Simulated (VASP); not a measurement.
# Ta (Im-3m) in VASP: a series of runs

Runs on Ta. Level: PBE. Tasks: single point, relaxation of cell and atoms.

Program: VASP 6.6.1. These are calculated values, not measurements. Logs are shortened: lines on timing, memory, paths and dates and some standing lists are left out, and cuts for length are marked.

## 1. The cell of the first run

The structure is cubic, space group Im-3m (No. 229). The conventional cell has a = 2.971 Å, b = 2.971 Å, c = 2.971 Å, α = 90.00°, β = 90.00°, γ = 90.00°. Within 3.4 Å of Ta (site symmetry m-3m) lie 14 Ta at 2.57 to 2.97 Å.

## 2. Single point, PBE

File INCAR:

```
PREC = Accurate ; ENCUT = 520
EDIFF = 1E-6 ; ISMEAR = -1
SIGMA = 0.1 ; LREAL = F
LASPH = T ; NELM = 60
ALGO = Normal ; ISIF = 2
LWAVE = F ; LCHARG = T
GGA = PE ; LELF = T
LVHAR = T ; NBANDS = 12
```

File KPOINTS:

```
regular mesh
0
Gamma
  18 18 18
```

File POSCAR:

```
Ta
1.0
   -1.4854661022      1.4854661022      1.4854661022
    1.4854661022     -1.4854661022      1.4854661022
    1.4854661022      1.4854661022     -1.4854661022
Ta
1
Direct
    0.0000000000      0.0000000000      0.0000000000
```

Potentials or basis: VASP PAW PBE potentials, release 64 (Ta_pv).

On the command line:

```console
cat potpaw_PBE.64/Ta_pv/POTCAR > POTCAR
mpirun -np 1 vasp_std > vasp.out
```

OUTCAR:

```text
PREC = Accurate
   ENCUT = 520
   EDIFF = 1E-6
   ISMEAR = -1
   LREAL = F
   LASPH = T
   NELM = 60
   ISIF = 2
   GGA = PE

 ion  position               nearest neighbor table
   1  0.000  0.000  0.000-

  LATTYP: Found a body centered cubic cell.
 ALAT       =     2.9709322044

  Lattice vectors:

 A1 = (  -1.4854661022,   1.4854661022,   1.4854661022)
 A2 = (   1.4854661022,  -1.4854661022,   1.4854661022)
 A3 = (   1.4854661022,   1.4854661022,  -1.4854661022)

Analysis of symmetry for initial positions (statically):
=====================================================================
 Subroutine PRICEL returns:
 Original cell was already a primitive cell.

 Routine SETGRP: Setting up the symmetry group for a
 body centered cubic supercell.

 Subroutine GETGRP returns: Found 48 space group operations
 (whereof 48 operations were pure point group operations)
 out of a pool of 48 trial point group operations.

The static configuration has the point symmetry O_h .

Analysis of symmetry for dynamics (positions and initial velocities):
=====================================================================
 Subroutine PRICEL returns:
 Original cell was already a primitive cell.

 Routine SETGRP: Setting up the symmetry group for a
 body centered cubic supercell.

 Subroutine GETGRP returns: Found 48 space group operations
 (whereof 48 operations were pure point group operations)
 out of a pool of 48 trial point group operations.

The dynamic configuration has the point symmetry O_h .

 Subroutine INISYM returns: Found 48 space group operations
 (whereof 48 operations are pure point group operations),
 and found     1 'primitive' translations

----------------------------------------------------------------------------------------

                                     Primitive cell

  volume of cell :      13.1114

  direct lattice vectors                    reciprocal lattice vectors
    -1.485466102  1.485466102  1.485466102     0.000000000  0.336594689  0.336594689
     1.485466102 -1.485466102  1.485466102     0.336594689  0.000000000  0.336594689
     1.485466102  1.485466102 -1.485466102     0.336594689  0.336594689  0.000000000

  length of vectors
     2.572902762  2.572902762  2.572902762     0.476016774  0.476016774  0.476016774

  position of ions in fractional coordinates (direct lattice)
     0.000000000  0.000000000  0.000000000

  ion indices of the primitive-cell ions
   primitive index   ion index
                 1           1

----------------------------------------------------------------------------------------

 KPOINTS: regular mesh

Automatic generation of k-mesh.
 Grid dimensions read from file:
 generate k-points for:   18   18   18

 Generating k-lattice:

  Cartesian coordinates                     Fractional coordinates (reciprocal lattice)
     0.000000000  0.018699705  0.018699705     0.055555556  0.000000000  0.000000000
     0.018699705  0.000000000  0.018699705     0.000000000  0.055555556  0.000000000
     0.018699705  0.018699705  0.000000000     0.000000000  0.000000000  0.055555556

  Length of vectors
     0.026445376  0.026445376  0.026445376

  Shift w.r.t. Gamma in fractional coordinates (k-lattice)
     0.000000000  0.000000000  0.000000000

 Subroutine IBZKPT returns following result:
 ===========================================

 Found    195 irreducible k-points:

 Following reciprocal coordinates:
            Coordinates               Weight
  0.000000  0.000000  0.000000      1.000000
  0.055556  0.000000  0.000000     12.000000
  0.111111  0.000000  0.000000     12.000000
  0.166667  0.000000  0.000000     12.000000
  0.222222  0.000000  0.000000     12.000000
  0.277778  0.000000  0.000000     12.000000
[... 16 lines left out ...]
  0.333333  0.111111  0.000000     48.000000
  0.388889  0.111111  0.000000     48.000000
 [... further k-points ...]
   k-points           NKPTS =    195   k-points in BZ     NKDIM =    195   number of bands    NBANDS=     12
   number of dos      NEDOS =    301   number of ions     NIONS =      1
   total plane-waves  NPLWV =   8000
   dimension x,y,z NGX =    20 NGY =   20 NGZ =   20
   dimension x,y,z NGXF=    40 NGYF=   40 NGZF=   40
   ions per type =               1
   NGX,Y,Z   is equivalent  to a cutoff of  12.92, 12.92, 12.92 a.u.
   NGXF,Y,Z  is equivalent  to a cutoff of  25.85, 25.85, 25.85 a.u.
 SYSTEM =  unknown system
   PREC   = accura    normal or accurate (medium, high low for compatibility)
   ISTART =      0    job   : 0-new  1-cont  2-samecut
   ICHARG =      2    charge: 1-file 2-atom 10-const
   ISPIN  =      1    spin polarized calculation?
   LNONCOLLINEAR =      F non collinear calculations
   LSORBIT =      F    spin-orbit coupling
   LASPH  =      T    aspherical Exc in radial PAW
   ENCUT  =  520.0 eV  38.22 Ry    6.18 a.u.   4.78  4.78  4.78*2*pi/ulx,y,z
   NELM   =     60;   NELMIN=  2; NELMDL= -5     # of ELM steps
   EDIFF  = 0.1E-05   stopping-criterion for ELM
   LREAL  =      F    real-space projection
   EDIFFG = 0.1E-04   stopping-criterion for IOM
   NSW    =      0    number of steps for IOM
   IBRION =     -1    ionic relax: 0-MD 1-quasi-New 2-CG
   NFREE  =      0    steps in history (QN), initial steepest desc. (CG)
   ISIF   =      2    stress and relaxation
   ISYM   =      2    0-nonsym 1-usesym 2-fastsym
   POTIM  = 0.5000    time-step for ionic-motion
   TEBEG  =    0.0;   TEEND  =   0.0 temperature during run
   PSTRESS=    0.0 pullay stress
   NELECT =      11.0000    total number of electrons
   NUPDOWN=      -1.0000    fix difference up-down
   EMIN   =  10.00;   EMAX   =-10.00  energy-range for DOS
   EFERMI =   0.00;   METHOD = LEGACY
   ISMEAR =    -1;   SIGMA  =   0.10  broadening in eV -4-tet -1-fermi 0-gaus
   EFERMI_NEDOS =   21; number of points for ismear=-14 and -15
   IALGO  =     38    algorithm
   IMIX   =      4    mixing-type and parameters
     AMIX     =   0.40;   BMIX     =  1.00
     AMIX_MAG =   1.60;   BMIX_MAG =  1.00
  volume/ion in A,a.u.               =      13.11        88.48
  Fermi-wavevector in a.u.,A,eV,Ry     =   1.544032  2.917798 32.436766  2.384035
  Thomas-Fermi vector in A             =   2.649611
   LORBIT       =      0    0 simple, 1 ext, 2 COOP (PROOUT), +10 PAW based schemes
   GGA     = PE    functional components
   LHFCALC =     F    Hartree Fock is set to
   AEXX    =    0.0000 exact exchange contribution
   IVDW    =     0    specifies the selected vdW correction
   LEPSILON=     F    determine dielectric tensor
   LRPA    =     F    only Hartree local field effects (RPA)
 non-spin polarized calculation
  energy-cutoff  :      520.00
  volume of cell :       13.11
 maximum number of plane-waves:       370
   NGX =  9   NGY =  9   NGZ =  9

 number of electron      11.0000001 magnetization

 Free energy of the ion-electron system (eV)
  ---------------------------------------------------
  ext. energy  EPLUGINS =         0.00000000
  ---------------------------------------------------
  free energy    TOTEN  =       -10.31567314 eV

  energy without entropy =      -10.28199287  energy(sigma->0) =      -10.29883301

 E-fermi :   8.4723     XC(G=0): -14.3342

 val. band max:        8.4509651426   @ k =   0.2778   0.0556   0.0000
 cond. band min:       8.4733419158   @ k =  -0.3889  -0.4444   0.0556
 fundamental gap:      0.0223767733
 Fermi energy:         8.4722597459

 k-point     1 :       0.0000    0.0000    0.0000
  band No.  band energies     occupation
      1     -23.3816      2.00000
      2     -23.3816      2.00000
      3     -23.3816      2.00000
      4      -0.5360      2.00000
      5       8.9536      0.01611
      6       8.9536      0.01611
      7       8.9536      0.01611
      8      13.4679      0.00000
      9      13.4679      0.00000
     10      24.9311      0.00000
     11      24.9311      0.00000
     12      24.9311      0.00000

 k-point     2 :       0.0556    0.0000    0.0000
  band No.  band energies     occupation
      1     -23.4934      2.00000
      2     -23.4126      2.00000
      3     -23.3831      2.00000
      4      -0.3211      2.00000
      5       8.8104      0.06576
      6       8.9170      0.02315
      7       9.1601      0.00206
      8      13.2058      0.00000
      9      13.4605      0.00000
     10      24.0780      0.00000
     11      25.1377      0.00000
     12      25.2747      0.00000

 k-point     3 :       0.1111    0.0000    0.0000
  band No.  band energies     occupation
      1     -23.8069      2.00000
      2     -23.5011      2.00000
      3     -23.3874      2.00000
      4       0.2819      2.00000
      5       8.4215      1.24843
      6       8.7605      0.10602
      7       9.7719      0.00000
      8      12.7042      0.00000
      9      13.4555      0.00000
     10      24.0775      0.00000
     11      25.6929      0.00000
     12      26.2635      0.00000
[... 286 lines left out ...]
 k-point    23 :       0.3333    0.1111    0.0000
  band No.  band energies     occupation
      1     -26.0985      2.00000
      2     -24.3451      2.00000
      3     -23.5636      2.00000
      4       3.1591      2.00000
      5       6.0347      2.00000
      6       9.4365      0.00013
      7      13.3028      0.00000
      8      15.1096      0.00000
      9      18.3250      0.00000
     10      23.9915      0.00000
     11      24.1300      0.00000
     12      27.1097      0.00000

 k-point    24 :       0.3889    0.1111    0.0000
  band No.  band energies     occupation
      1     -26.2974      2.00000
      2     -24.4423      2.00000
      3     -23.5707      2.00000
      4       2.9765      2.00000
      5       5.8484      2.00000
      6      10.4271      0.00000
      7      13.4410      0.00000
      8      15.5020      0.00000
      9      19.8357      0.00000
     10      23.4212      0.00000
     11      24.0483      0.00000
     12      25.8274      0.00000

 [... further k-points ...]
[... 5 lines left out ...]
  --------------------------------------------------------------------------------------
  -------------------------------------------------------------------------------------
  Total        9.9544207      9.9544207      9.9544207      0.0000000      0.0000000     -0.0000000
  in kB     1216.4054156   1216.4054156   1216.4054156      0.0000000      0.0000000     -0.0000000
  external PRESSURE =    1216.4054156 kB  Pullay stress =       0.0000000 kB

 VOLUME and BASIS-vectors are now :
 -----------------------------------------------------------------------------
  energy-cutoff  :      520.00
  volume of cell :       13.11
      direct lattice vectors                 reciprocal lattice vectors
    -1.485466102  1.485466102  1.485466102     0.000000000  0.336594689  0.336594689
     1.485466102 -1.485466102  1.485466102     0.336594689  0.000000000  0.336594689
     1.485466102  1.485466102 -1.485466102     0.336594689  0.336594689  0.000000000

 POSITION                                       TOTAL-FORCE (eV/Angst)
 -----------------------------------------------------------------------------------
      0.00000      0.00000      0.00000         0.000000     -0.000000      0.000000
 -----------------------------------------------------------------------------------
    total drift:                                0.000000     -0.000000      0.000000

  FREE ENERGIE OF THE ION-ELECTRON SYSTEM (eV)
  ---------------------------------------------------
  free  energy   TOTEN  =       -10.3156731359 eV

  energy  without entropy=      -10.2819928747  energy(sigma->0) =      -10.29883301
```

Wall time 27 s (1 thread of Intel Xeon 8259CL, shared host); peak memory 0.15 GiB.

What came out:

| Item | Value |
| --- | --- |
| Free energy | -10.3157 eV |
| Pressure | 121.6 GPa |
| Band gap on the k mesh | zero (an odd number of electrons rules out a gap without spin polarisation) |

Levels at points of the mesh, in eV from the Fermi level:
```
           k point  band 1  band 2  band 3  band 4  band 5  band 6  band 7  band 8  band 9  band 10
(0.00, 0.00, 0.00)  -31.85  -31.85  -31.85   -9.01    0.48    0.48    0.48    5.00    5.00    16.46
(0.50, 0.00, 0.00)  -34.95  -32.81  -31.91   -6.17   -2.89    3.73    5.24    6.67   11.31    13.41
(0.50, 0.50, 0.50)  -33.92  -33.92  -33.92   -6.28   -6.28    9.68    9.68    9.68   12.19    12.19
```

Caveat: the cell stands under pressure; spin-orbit coupling is left out, which moves the levels of the heavy elements.

(Part 1 of 3 ends here.)
